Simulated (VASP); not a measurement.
Write the native input for VASP 6.6.1 that does the following.

| Property | Result |
| --- | --- |
| Task | relaxation of cell and atoms |
| Functional | PBE |
| Potentials or basis | VASP PAW PBE potentials, release 64 (Ru_pv, C) |
| Cutoff | 600 eV |
| k mesh | 6 × 6 × 4 |
| Occupations | gaussian, width 0.1 eV |
| Spin | no spin polarisation |
| Dipole correction | no |
| Further INCAR settings | ALGO = Normal; EDIFF = 1e-06; IBRION = 2; EDIFFG = -0.04; NSW = 90; ISIF = 3 |

The structure of RuC5 lies in POSCAR:

```
RuC5
1.0
    4.8045398800      0.0000000000      0.0000000000
   -2.4022699400      4.1608535900      0.0000000000
    0.0000000000      0.0000000000      4.6494888900
Ru C
1 5
Direct
    0.0000000000      0.0000000000      0.0000000000
    0.5000000000      0.0000000000      0.0000000000
    0.0000000000      0.5000000000      0.0000000000
    0.5000000000      0.5000000000      0.0000000000
    0.3333333300      0.6666666700      0.0000000000
    0.6666666700      0.3333333300      0.0000000000
```

The input as run:

INCAR

```
SYSTEM = RuC5
  PREC = Accurate
  ENCUT = 600
  EDIFF = 1E-6
  ISMEAR = 0
  SIGMA = 0.1
  LREAL = .False.
  LASPH = .True.
  NELM = 80
  ALGO = Normal
  ISIF = 3
  LWAVE = .False.
  LCHARG = .False.
  GGA = PE
  IBRION = 2
  NSW = 90
  EDIFFG = -0.04
```

KPOINTS

```
Automatic mesh
0
Gamma
  6 6 4
  0 0 0
```

Potentials or basis: VASP PAW PBE potentials, release 64 (Ru_pv, C).

Command:

```console
$ cat potpaw_PBE.64/Ru_pv/POTCAR potpaw_PBE.64/C/POTCAR > POTCAR
$ mpirun -np 1 vasp_std > vasp.out
```

Results of the run:

* Relaxed volume: 9.24 Å³/atom
* Relaxed cell: a = 4.805 Å, b = 4.805 Å, c = 2.773 Å, α = 90.00°, β = 90.00°, γ = 120.00°
* Space group after relaxing (to 0.05 Å): P6/mmm (No. 191)
* Energy gained by relaxing: 161.1 meV/atom
* Ionic steps: 17
* Pressure after relaxing: 0.2 GPa
* Band gap on the k mesh: zero (band 17 reaches 7.44 eV, above the bottom of band 18 at 6.48 eV)

Caveat: the volume moved by over 15 % at a fixed basis, so the end points are rough.

Run time: 8.3 min on 1 thread of Intel(R) Xeon(R) 6975P-C (Granite Rapids) (shared host), peak memory 0.26 GiB.
